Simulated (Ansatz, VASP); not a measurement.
Be2Si in VASP and in Ansatz

```
Be Si
1.0
     3.25058   -1.89237   -0.00043
     3.25058    1.89237   -0.00043
    -2.22333    0.00000    5.92870
Be Si
4 2
Direct
  0.58622 0.58622 0.36837
  0.17015 0.17015 0.87293
  0.41378 0.41378 0.63163
  0.82985 0.82985 0.12707
  0.21024 0.21024 0.24929
  0.78976 0.78976 0.75071
```

Change from the starting cell: the structure that the rattled marcasite type (Pnnm, No. 58) fell into.

Alike in both runs: functional PBE; k mesh 12 × 12 × 6; occupations gaussian, width 0.1 eV; no spin polarisation.

Ansatz relaxed the structure, and its values are those at the end. VASP's run is a single point on that final structure, the one shown.

|  | VASP | Ansatz |
| --- | --- | --- |
| version | VASP 6.6.1 | Ansatz 0.2.0 |
| potentials or method | VASP PAW PBE potentials, release 64 (Be, Si), cutoff 520 eV | scalar-relativistic, plane waves, PAW |
| valence electrons in the cell | 16 | 16 |

VASP gave:

| Property | Result |
| --- | --- |
| gap on the k mesh at the Fermi level (eV) | none |
| pressure (GPa) | 0.1 |

Task: Which values does Ansatz return?

Result: gap on the k mesh at the Fermi level (eV): none; pressure (GPa): 0.0.

A gap of «none» marks a metal or a gap that the smearing closes.
